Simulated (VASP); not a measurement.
AlN:

```
CELL_PARAMETERS angstrom
2.78361 0.00000 0.00000
0.00000 2.78361 0.00000
0.00000 0.00000 2.78361
ATOMIC_POSITIONS crystal
Al 0.00000 0.00000 0.00000
N 0.50000 0.50000 0.50000
```

```yaml
Program: VASP 6.6.1
Task: relaxation of cell and atoms
Functional: r2SCAN
Potentials_or_basis: VASP PAW PBE potentials, release 64 (Al, N)
Cutoff: 600 eV
k_mesh: 6 × 6 × 6
Occupations: gaussian, width 0.1 eV
Spin: no spin polarisation
```

At the start: pressure -30.8 GPa; volume 10.78 Å³/atom.

Where does the relaxation end?

Over 3 steps the energy falls by 255.5 meV/atom and the volume is 8.61 Å³/atom (-20.2 %); space group Pm-3m (No. 221, to 0.05 Å).

Step by step:
```
step  energy change (eV)  largest force (eV/Å)  pressure (GPa)  volume (Å³)
   1              0.0000                0.0000          -30.80        21.57
   2             -0.4087                0.0000           23.98        15.72
   3             -0.5110                0.0000           -0.17        17.22
```

Final structure:
```
Al N
1.0
     2.58208    0.00000    0.00000
     0.00000    2.58208    0.00000
     0.00000    0.00000    2.58208
Al N
1 1
Direct
  0.00000 0.00000 0.00000
  0.50000 0.50000 0.50000
```

Caveat: the k points lie up to 0.41 Å⁻¹ apart in the final cell; the volume moved by over 15 % at a fixed basis, so the end points are rough; the PAW data sets were made with another functional, which shifts forces and pressure a little.
